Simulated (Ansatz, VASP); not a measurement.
P in VASP and in Ansatz

```
CELL_PARAMETERS angstrom
-1.70307 2.42959 1.72910
1.70307 -2.42959 1.72910
1.70307 2.42959 -1.72910
ATOMIC_POSITIONS crystal
P 0.77678 0.02678 0.75000
P 0.22322 0.97322 0.25000
```

Alike in both runs: functional PBE; dispersion D3(BJ); k mesh 16 × 16 × 16; occupations gaussian, width 0.1 eV; no spin polarisation.

Ansatz relaxed the structure, and its values are those at the end. VASP's run is a single point on that final structure, the one shown.

```csv
,VASP,Ansatz
version,VASP 6.6.1,Ansatz 0.2.0
potentials or method,"VASP PAW PBE potentials, release 64 (P), cutoff 520 eV","scalar-relativistic, plane waves, PAW"
valence electrons in the cell,10,10
```

|  | VASP | Ansatz | Ansatz less VASP |
| --- | --- | --- | --- |
| gap on the k mesh at the Fermi level (eV) | none | none | - |
| pressure (GPa) | -0.3 | 0.0 | +0.31 |
| rms of the force components (eV/Å) | 0.021 | 0.000 | -0.0211 |

A gap of «none» marks a metal or a gap that the smearing closes.
